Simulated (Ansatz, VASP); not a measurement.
# LiF in VASP and in Ansatz

Contents of INCAR:

```
SYSTEM = LiF
ALGO = Normal
EDIFF = 1E-6
ENCUT = 520
GGA = PE
ISIF = 2
ISMEAR = 0
LASPH = .True.
LCHARG = .False.
LREAL = .False.
LWAVE = .False.
NBANDS = 18
NELM = 100
PREC = Accurate
SIGMA = 0.05
```

The input KPOINTS:

```
k-points
0
Gamma
  9 9 6
  0 0 0
```

File POSCAR:

```
LiF
1.0
    3.1259140087      0.0000000000      0.0000000000
   -1.5629570043      2.7071209416      0.0000000000
    0.0000000000      0.0000000000      4.9018781194
Li F
2 2
Direct
    0.3333333333      0.6666666667      0.4116718394
    0.6666666667      0.3333333333      0.9116718394
    0.3333333333      0.6666666667      0.9939266766
    0.6666666667      0.3333333333      0.4939266766
```

Input for Ansatz:

```yaml
crystal:
  lattice:
    - [3.1259140087, 0.0, 0.0]
    - [-1.5629570043, 2.7071209416, 0.0]
    - [0.0, 0.0, 4.9018781194]
  atoms:
    - { symbol: Li, position: [0.3333333333, 0.6666666667, 0.4116718394] }
    - { symbol: Li, position: [0.6666666667, 0.3333333333, 0.9116718394] }
    - { symbol: F, position: [0.3333333333, 0.6666666667, 0.9939266766] }
    - { symbol: F, position: [0.6666666667, 0.3333333333, 0.4939266766] }
basis:
  ecutwfc: 520.0
kpoints:
  mp_grid: { grid: [9, 9, 6] }
hamiltonian:
  xc: pbe
scf:
  occupations: { method: gaussian, width: 0.05 }
output:
  forces: true
  stress: true
  eigenvalues: true
  write_density: true
  write_potential: true
  elf: true
  volumetric_format: npy
```

Alike in both runs: task single point; functional PBE; k mesh 9 × 9 × 6; occupations gaussian, width 0.05 eV; no spin polarisation.

|  | VASP | Ansatz |
| --- | --- | --- |
| version | VASP 6.6.1 | Ansatz 0.2.0 |
| potentials or method | VASP PAW PBE potentials, release 64 (Li_sv, F), cutoff 520 eV | scalar-relativistic, plane waves, PAW |
| valence electrons in the cell | 20 | 20 |

|  | VASP | Ansatz | Ansatz less VASP |
| --- | --- | --- | --- |
| gap on the k mesh at the Fermi level (eV) | 7.44 | 7.46 | +0.012 |
| least direct gap on the mesh (eV) | 7.44 | 7.46 | +0.012 |
| rms of the force components (eV/Å) | 0.143 | 0.137 | -0.0058 |

Atom by atom the forces differ by 0.006 eV/Å (rms over components).

Noted on VASP's run: the cutoff is short for stress, so the pressure is rough.
